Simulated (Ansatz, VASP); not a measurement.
## One calculation of Si, two programs

The input INCAR:

```
SYSTEM = Si
PREC = Accurate
ENCUT = 600
EDIFF = 1E-7
ISMEAR = -1
SIGMA = 0.1
LREAL = .FALSE.
LASPH = .TRUE.
NELM = 60
ALGO = Normal
ISIF = 3
LWAVE = .FALSE.
LCHARG = .FALSE.
GGA = B5
ALDAX = 1.0
AGGAX = 1.0
AGGAC = 1.0
ALDAC = 0.0
IBRION = 2
NSW = 80
EDIFFG = -0.01
```

Contents of KPOINTS:

```
regular mesh
0
G
  13 13 4
  0 0 0
```

Contents of POSCAR:

```
Si
1.0
    2.7691764586      0.0000000000      0.0000000000
   -1.3845882293      2.3981771607      0.0000000000
    0.0000000000      0.0000000000      9.0441303138
Si
4
Direct
    0.0000000000      0.0000000000      0.0000000000
    0.0000000000      0.0000000000      0.5000000000
    0.3333333333      0.6666666667      0.2500000000
    0.6666666667      0.3333333333      0.7500000000
```

Input for Ansatz:

```yaml
crystal:
  lattice:
    - [2.7691764586, 0.0, 0.0]
    - [-1.3845882293, 2.3981771607, 0.0]
    - [0.0, 0.0, 9.0441303138]
  atoms:
    - { symbol: Si, position: [0.0, 0.0, 0.0] }
    - { symbol: Si, position: [0.0, 0.0, 0.5] }
    - { symbol: Si, position: [0.3333333333, 0.6666666667, 0.25] }
    - { symbol: Si, position: [0.6666666667, 0.3333333333, 0.75] }
hamiltonian:
  xc: blyp
  pseudopotentials:
    kind: paw
    azcp:
      Si: "pseudopotentials/Si.paw.azcp"
basis:
  ecutwfc: 420
  fft_grid_basis: typed
kpoints:
  mp_grid: { grid: [13, 13, 4], shift: [0, 0, 0] }
magnetization:
  spin_polarized: false
scf:
  occupations: { method: fermi_dirac, width: 0.1 }
relax:
  max_steps: 60
  f_tol: 0.01
  cell: {}
```

Alike in both runs: task relaxation of cell and atoms; functional BLYP; k mesh 13 × 13 × 4; occupations fermi-dirac, width 0.1 eV; no spin polarisation.

|  | VASP | Ansatz |
| --- | --- | --- |
| version | VASP 6.6.1 | Ansatz 0.2.0 |
| potentials or method | VASP PAW PBE potentials, release 64 (Si), cutoff 600 eV | plane waves (420 eV) with PAW, scalar-relativistic |
| valence electrons in the cell | 16 | 16 |

Ansatz gave:

| Item | Value |
| --- | --- |
| relaxed volume (Å³/atom) | 16.46 |
| relaxed length of the cell vector where the two differ most in proportion (Å) | 9.451 |

Estimate VASP's values.

relaxed volume (Å³/atom): 16.57; relaxed length of the cell vector where the two differ most in proportion (Å): 9.475.

VASP's potentials were made for PBE, not for BLYP.

Noted on VASP's run: too few bands were computed for a metal, which touches its energy and stress.
